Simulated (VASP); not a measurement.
A run of VASP 6.6.1:

The input INCAR:

```
SYSTEM = HfO2
  ALGO = Normal
  EDIFF = 1E-7
  ENCUT = 520
  GGA = PE
  ISIF = 2
  ISMEAR = -1
  IVDW = 13
  LASPH = .True.
  LCHARG = .False.
  LREAL = .False.
  LWAVE = .False.
  NBANDS = 56
  NELM = 100
  PREC = Accurate
  SIGMA = 0.05
```

KPOINTS

```
k-points
0
Gamma
  5 5 5
  0 0 0
```

POSCAR

```
HfO2
1.0
    5.0488293586      0.0000000000      0.0000000000
    0.0000000000      5.1156143815      0.0000000000
   -0.8470580823      0.0000000000      5.1434008384
Hf O
4 8
Direct
    0.2755000000      0.4603000000      0.7080000000
    0.7245000000      0.9603000000      0.7920000000
    0.7245000000      0.5397000000      0.2920000000
    0.2755000000      0.0397000000      0.2080000000
    0.0742000000      0.1684000000      0.8467000000
    0.9258000000      0.6684000000      0.6533000000
    0.9258000000      0.8316000000      0.1533000000
    0.0742000000      0.3316000000      0.3467000000
    0.4487000000      0.7419000000      0.9801000000
    0.5513000000      0.2419000000      0.5199000000
    0.5513000000      0.2581000000      0.0199000000
    0.4487000000      0.7581000000      0.4801000000
```

Potentials or basis: VASP PAW PBE potentials, release 64 (Hf_pv, O).

The run is started by

```sh
$ cat potpaw_PBE.64/Hf_pv/POTCAR potpaw_PBE.64/O/POTCAR > POTCAR
$ mpirun -np 1 vasp_std > vasp.out
```

Hardware: 1 thread of Intel(R) Xeon(R) 6975P-C (Granite Rapids), on a shared host.

**Question.** Estimate the wall time of this run.

**Answer.** Wall time 2.5 min on 1 thread of Intel(R) Xeon(R) 6975P-C (Granite Rapids) (shared host), peak memory 0.37 GiB. Counts: scf iterations 18, k points 39.
